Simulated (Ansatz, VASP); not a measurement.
**ZnSe: VASP beside Ansatz**

```
Zn Se
1.0
     0.00000    2.81670    2.81670
     2.81670    0.00000    2.81670
     2.81670    2.81670    0.00000
Zn Se
1 1
Direct
  0.00000 0.00000 0.00000
  0.25000 0.25000 0.25000
```

Alike in both runs: task single point; functional PBEsol; k mesh 6 × 6 × 6; occupations gaussian, width 0.02 eV; no spin polarisation.

|  | VASP | Ansatz |
| --- | --- | --- |
| version | VASP 6.6.1 | Ansatz 0.2.0 |
| potentials or method | VASP PAW PBE potentials, release 64 (Zn, Se), cutoff 500 eV | scalar-relativistic, plane waves, PAW |
| valence electrons in the cell | 18 | 28 |

|  | VASP | Ansatz | Ansatz less VASP |
| --- | --- | --- | --- |
| gap on the k mesh at the Fermi level (eV) | 1.24 | 1.23 | -0.008 |
| least direct gap on the mesh (eV) | 1.24 | 1.23 | -0.008 |
| pressure (GPa) | 0.3 | 0.0 | -0.26 |

VASP's potentials were made for PBE, not for PBEsol, and Ansatz warns of the same on its side. With one functional, cell and mesh, what is left measures potentials, basis and numerics. VASP's potentials hold 18 valence electrons a cell and Ansatz's 28, so a difference there can come from the potentials and not from the codes.
